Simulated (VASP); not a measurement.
Set up this calculation in VASP 6.6.1, as the native input.

```yaml
Task: single point
Functional: PBEsol
Potentials_or_basis: VASP PAW PBE potentials, release 64 (Ta_pv, N)
Cutoff: 700 eV
k_mesh: 9 × 9 × 5, shifted
Occupations: methfessel-paxton, width 0.1 eV
Spin: no spin polarisation
Dipole_correction: no
Further_INCAR_settings: ALGO = Normal; EDIFF = 1e-06; NBANDS = 20; ISYM = -1
```

The structure of Ta2N lies in POSCAR:

```
Ta2N
1.0
    3.1128615100      0.0000000000      0.0000000000
   -1.5564307500      2.6958171400      0.0000000000
    0.0000000000      0.0000000000      4.8698410000
Ta N
2 1
Direct
    0.6666666703      0.3333333321      0.7452890002
    0.3333333283      0.6666666716      0.2547109998
    0.0000000000      0.0000000000      0.0000000000
```

The input as run:

INCAR

```
PREC = Accurate
ENCUT = 700
EDIFF = 1E-6
ISMEAR = 1
SIGMA = 0.1
LREAL = F
LASPH = T
NELM = 120
ALGO = Normal
ISIF = 2
LWAVE = F
LCHARG = F
GGA = PS
NBANDS = 20
ISYM = -1
GGA_COMPAT = F
```

KPOINTS

```
explicit points
203
Reciprocal
  0.05555556   0.05555556   0.10000000 2
  0.05555556   0.05555556   0.30000000 2
  0.05555556   0.05555556   0.50000000 2
  0.05555556   0.05555556   0.70000000 2
  0.05555556   0.05555556   0.90000000 2
  0.05555556   0.16666667   0.10000000 2
[... 195 lines left out ...]
  0.50000000   0.50000000   0.30000000 2
  0.50000000   0.50000000   0.50000000 1
```

Potentials or basis: VASP PAW PBE potentials, release 64 (Ta_pv, N).

Command:

```sh
$ cat potpaw_PBE.64/Ta_pv/POTCAR potpaw_PBE.64/N/POTCAR > POTCAR
$ mpirun -np 1 vasp_std > vasp.out
```

Results of the run:

The pressure is -8.8 GPa. The largest force is 0.266 eV/Å. The band gap on the k mesh is zero (an odd number of electrons rules out a gap without spin polarisation).

Caveat: the cell stands under tension; the PAW data sets were made with another functional, which shifts forces and pressure a little; spin-orbit coupling is left out, which moves the levels of the heavy elements.

Wall time 3.2 min on 1 thread of Intel(R) Xeon(R) Platinum 8259CL CPU @ 2.50GHz (Skylake/Cascade Lake), with other jobs on the host, peak memory 0.35 GiB.
